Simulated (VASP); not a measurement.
HfB:

```
CELL_PARAMETERS angstrom
0.00000 2.31000 2.31000
2.31000 0.00000 2.31000
2.31000 2.31000 0.00000
ATOMIC_POSITIONS crystal
Hf 0.50000 0.50000 0.50000
B 0.00000 0.00000 0.00000
```

Base run:

```yaml
Program: VASP 6.6.1
Functional: revPBE
Potentials_or_basis: VASP PAW PBE potentials, release 64 (Hf_pv, B)
Cutoff: 500 eV
k_mesh: 8 × 8 × 8
Occupations: gaussian, width 0.05 eV
Spin: no spin polarisation
```

Its results: pressure 33.6 GPa.

Question: The run is repeated on the same cell with these changes: functional from revPBE to PBE; occupations from gaussian, width 0.05 eV to tetrahedron. What comes out?

Answer: Pressure 30.6 GPa.

Caveats: the PAW data sets were made with another functional, which shifts forces and pressure a little (some runs); tetrahedron occupations give inexact forces and stress in metals (some runs).
